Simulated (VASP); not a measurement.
# Te (P3_121) in VASP: elastic constants with PBEsol

Aim: the elastic constants of Te with PBEsol.

All numbers are computed with VASP 6.6.1; they aren't measurements. Logs are shortened: lines on timing, memory, paths and dates and some standing lists are left out, and cuts for length are marked.

## (1) The cell of the first run

The structure is trigonal, space group P3_121 (No. 152). The conventional cell has a = 4.454 Å, b = 4.454 Å, c = 5.924 Å, α = 90.00°, β = 90.00°, γ = 120.00°. Within 3.8 Å of Te (site symmetry 2) lie 6 Te at 2.86 to 3.47 Å.

## (2) Elastic constants, PBEsol

The input, INCAR:

```
PREC     = Accurate       # precision mode
ENCUT    = 600            # plane-wave cutoff, eV
EDIFF    = 1E-8           # SCF threshold, eV
ISMEAR   = 0              # smearing method
SIGMA    = 0.01           # smearing width, eV
LREAL    = F              # projectors in reciprocal space
LASPH    = T              # aspherical terms in the spheres
NELM     = 100            # most SCF steps
ALGO     = Normal         # electronic algorithm
ISIF     = 3              # what is computed and relaxed
LWAVE    = F              # write WAVECAR
LCHARG   = T              # write CHGCAR
GGA      = PS             # functional
IBRION   = 6              # ionic algorithm
NFREE    = 2            
POTIM    = 0.015          # step
NSW      = 1              # ionic steps
```

The input, KPOINTS:

```
Automatic mesh
0
Gamma
  5 5 4
```

The input, POSCAR:

```
Te
1.0
    4.4540000000      0.0000000000      0.0000000000
   -2.2270000000      3.8572771485      0.0000000000
    0.0000000000      0.0000000000      5.9240000000
Te
3
Direct
    0.7310000000      0.7310000000      0.0000000000
    0.0000000000      0.2690000000      0.6666666667
    0.2690000000      0.0000000000      0.3333333333
```

Potentials or basis: VASP PAW PBE potentials, release 64 (Te).

The run is started by

```
$ cat potpaw_PBE.64/Te/POTCAR > POTCAR
$ mpirun -np 1 vasp_std > vasp.out
```

OUTCAR:

```text
PREC = Accurate
   ENCUT = 600
   EDIFF = 1E-8
   ISMEAR = 0
   LREAL = F
   LASPH = T
   NELM = 100
   ISIF = 3
   GGA = PS
   IBRION = 6
   NFREE = 2
   POTIM = 0.015
   NSW = 1

 ion  position               nearest neighbor table
   1  0.731  0.731  0.000-   3 2.86   2 2.86   3 3.47   2 3.47   2 3.47   3 3.47
   2  0.000  0.269  0.667-   1 2.86   3 2.86   1 3.47   1 3.47   3 3.47   3 3.47
   3  0.269  0.000  0.333-   1 2.86   2 2.86   1 3.47   1 3.47   2 3.47   2 3.47

  LATTYP: Found a hexagonal cell.
 ALAT       =     4.4540000000
 C/A-ratio  =     1.3300404131

  Lattice vectors:

 A1 = (   4.4540000000,   0.0000000000,   0.0000000000)
 A2 = (  -2.2270000000,   3.8572771485,   0.0000000000)
 A3 = (   0.0000000000,   0.0000000000,   5.9240000000)

Analysis of symmetry for initial positions (statically):
=====================================================================
 Subroutine PRICEL returns:
 Original cell was already a primitive cell.

 Routine SETGRP: Setting up the symmetry group for a
 hexagonal supercell.

 Subroutine GETGRP returns: Found  6 space group operations
 (whereof  2 operations were pure point group operations)
 out of a pool of 24 trial point group operations.

The static configuration has the point symmetry C_2 .
 The point group associated with its full space group is D_3 .

Analysis of symmetry for dynamics (positions and initial velocities):
=====================================================================
 Subroutine PRICEL returns:
 Original cell was already a primitive cell.

 Routine SETGRP: Setting up the symmetry group for a
 hexagonal supercell.

 Subroutine GETGRP returns: Found  6 space group operations
 (whereof  2 operations were pure point group operations)
 out of a pool of 24 trial point group operations.
[... 725 lines left out ...]
      6       2.4282      2.00000
      7       2.4976      2.00000
      8       3.6186      2.00000
      9       3.6785      2.00000
     10       7.8537      0.00000
     11       8.1913      0.00000
     12       9.2790      0.00000
     13       9.7305      0.00000

 [... further k-points ...]

------------------------ aborting loop because EDIFF is reached ----------------------------------------

  FORCE on cell =-STRESS in cart. coord.  units (eV):
  Direction    XX          YY          ZZ          XY          YZ          ZX
  --------------------------------------------------------------------------------------
  -------------------------------------------------------------------------------------
  Total       -0.6427294     -0.5679638     -0.3938313     -0.0210335     -0.0833700     -0.0474007
  in kB      -10.1179521     -8.9409798     -6.1997575     -0.3311132     -1.3124248     -0.7461898
  external PRESSURE =      -8.4195631 kB  Pullay stress =       0.0000000 kB
[... 18 lines left out ...]
  FREE ENERGIE OF THE ION-ELECTRON SYSTEM (eV)
  ---------------------------------------------------
  free  energy   TOTEN  =       -10.5404061798 eV

  energy  without entropy=      -10.5404061798  energy(sigma->0) =      -10.54040618

 INTERNAL STRAIN TENSORS FROM STRAINED CELLS
 ============================================

 INTERNAL STRAIN TENSOR FOR ION    1 for displacements in x,y,z  (eV/Angst):
          X           Y           Z          XY          YZ          ZX
  --------------------------------------------------------------------------------
  x     3.74889     1.13574     3.06139     2.32413     1.68078     2.91506
  y     1.95694     6.49881     5.30249     1.28949    -2.92432     1.68432
  z     2.48038    -2.47813    -0.00000     1.42316     5.53719     3.25021

 INTERNAL STRAIN TENSORS FROM DISPLACED ATOMS
 ============================================

 INTERNAL STRAIN TENSOR FOR ION    1 for displacements in x,y,z  (eV/Angst):
          X           Y           Z          XY          YZ          ZX
  --------------------------------------------------------------------------------
  x     3.69417     1.12514     3.06125     2.22771     1.68726     2.92465
  y     1.94594     6.40136     5.30224     1.28782    -2.92465     1.68983
  z     2.47618    -2.47618     0.00000     1.42963     5.53785     3.19728

 INTERNAL STRAIN TENSOR FOR ION    3 for displacements in x,y,z  (eV/Angst):
          X           Y           Z          XY          YZ          ZX
  --------------------------------------------------------------------------------
  x    -7.39330    -2.24532    -6.12250    -0.00000    -3.37838    -0.00000
  y     0.00000     0.00000     0.00000    -2.57069    -0.00000    -3.37581
  z     0.00000     0.00000     0.00000    -2.85925     0.00000    -6.39456

 Eigenvectors and eigenvalues of the dynamical matrix
 ----------------------------------------------------

   1 f  =    4.094976 THz    25.729492 2PiTHz  136.593690 cm-1    16.935452 meV
             X         Y         Z           dx          dy          dz
      1.627937  2.819670  0.000000     0.071580   -0.192495    0.588040
     -0.599063  1.037608  3.949333     0.130855    0.158261   -0.715191
      1.198126  0.000000  1.974667    -0.202546    0.034216    0.127152
[... 43 lines left out ...]
   9 f/i=    0.000846 THz     0.005319 2PiTHz    0.028236 cm-1     0.003501 meV
             X         Y         Z           dx          dy          dz
      1.627937  2.819670  0.000000    -0.576594   -0.030947    0.000035
     -0.599063  1.037608  3.949333    -0.576611   -0.031264   -0.000037
      1.198126  0.000000  1.974667    -0.576328   -0.031120    0.000002

--------------------------------------------------------------------------------------------------------

 ELASTIC MODULI CONTR FROM IONIC RELAXATION (kBar)
 Direction    XX          YY          ZZ          XY          YZ          ZX
 --------------------------------------------------------------------------------
 XX        -255.4534    -91.7547   -220.5484      0.0000   -118.3174      0.0000
 YY         -91.7547   -255.4534   -220.5484     -0.0000    118.3174      0.0000
 ZZ        -220.5484   -220.5484   -280.1871      0.0000     -0.0000     -0.0000
 XY           0.0000     -0.0000     -0.0000    -81.8494      0.0000   -118.3174
 YZ        -118.3174    118.3174     -0.0000      0.0000   -192.1486      0.0000
 ZX           0.0000      0.0000      0.0000   -118.3174      0.0000   -192.1487
 --------------------------------------------------------------------------------

 TOTAL ELASTIC MODULI (kBar)
 Direction    XX          YY          ZZ          XY          YZ          ZX
 --------------------------------------------------------------------------------
 XX         342.7787     91.0023    242.1345      0.0000    118.8068      0.0000
 YY          91.0023    342.7787    242.1345     -0.0000   -118.8068      0.0000
 ZZ         242.1345    242.1345    698.2946      0.0000     -0.0000     -0.0000
 XY           0.0000     -0.0000     -0.0000    125.8882      0.0000    118.8068
 YZ         118.8068   -118.8068     -0.0000      0.0000    326.3978      0.0000
 ZX           0.0000      0.0000      0.0000    118.8068      0.0000    326.3977
 --------------------------------------------------------------------------------
```

OSZICAR:

```text
N       E                     dE             d eps       ncg     rms          rms(c)
DAV:   1     0.834847949318E+02    0.83485E+02   -0.70978E+03   442   0.124E+03
DAV:   2    -0.435177102339E+01   -0.87837E+02   -0.84484E+02   605   0.160E+02
DAV:   3    -0.104618788664E+02   -0.61101E+01   -0.60592E+01   542   0.487E+01
[... 210 lines left out ...]
DAV:   4    -0.105404066587E+02    0.44494E-05   -0.23341E-05  1646   0.331E-02    0.517E-02
DAV:   5    -0.105404062562E+02    0.40257E-06   -0.34989E-06  1506   0.139E-02    0.976E-03
DAV:   6    -0.105404061835E+02    0.72654E-07   -0.49036E-07  1511   0.494E-03    0.366E-03
DAV:   7    -0.105404061810E+02    0.24761E-08   -0.12715E-07  1516   0.209E-03    0.143E-03
DAV:   8    -0.105404061798E+02    0.11999E-08   -0.11998E-08   723   0.834E-04
  17 F= -.10540406E+02 E0= -.10540406E+02  d E =-.297546E-28
```

stdout:

```text
POSCAR found type information on POSCAR Te
 POSCAR found :  1 types and       3 ions
 scaLAPACK will be used
 -----------------------------------------------------------------------------
|                                                                             |
|                                                                             |
|     You enforced a specific xc type in the INCAR file but a different       |
|     I HOPE YOU KNOW WHAT YOU ARE DOING!                                     |
[... 32 lines left out ...]
 Finite differences progress:
 bond charge predicted
 Finite differences progress:
 bond charge predicted
 Finite differences progress:
 bond charge predicted
 Finite differences progress:
 bond charge predicted
 Finite differences progress:
 bond charge predicted
 Finite differences progress:
 bond charge predicted
 Finite differences progress:
```

Run time: 20 min. Hardware: 1 thread of Oxide Virtual Turin-like, shared host; peak memory 0.3 GiB.

What came out:

```
Voigt bulk modulus            : 28 GPa
Highest phonon frequency at Γ : 137 cm⁻¹
```

Phonon frequencies in cm⁻¹ (negative: imaginary):
| q point | frequencies |
| --- | --- |
| (0.000, 0.000, 0.000) | 0 0 0 84 85 85 116 137 137 |

Elastic tensor in Voigt notation (GPa, in the Cartesian axes of the cell as first typed):
```
 34   9  24  12   0   0
  9  34  24 -12   0   0
 24  24  70   0   0   0
 12 -12   0  33   0   0
  0   0   0   0  33  12
  0   0   0   0  12  13
```

Clamped-ion elastic tensor (GPa):
```
 60  18  46  24   0   0
 18  60  46 -24   0   0
 46  46  98   0   0   0
 24 -24   0  52   0   0
  0   0   0   0  52  24
  0   0   0   0  24  21
```

Caveat: the PAW data sets were made with another functional, which shifts forces and pressure a little; spin-orbit coupling is left out, which moves the levels of the heavy elements.
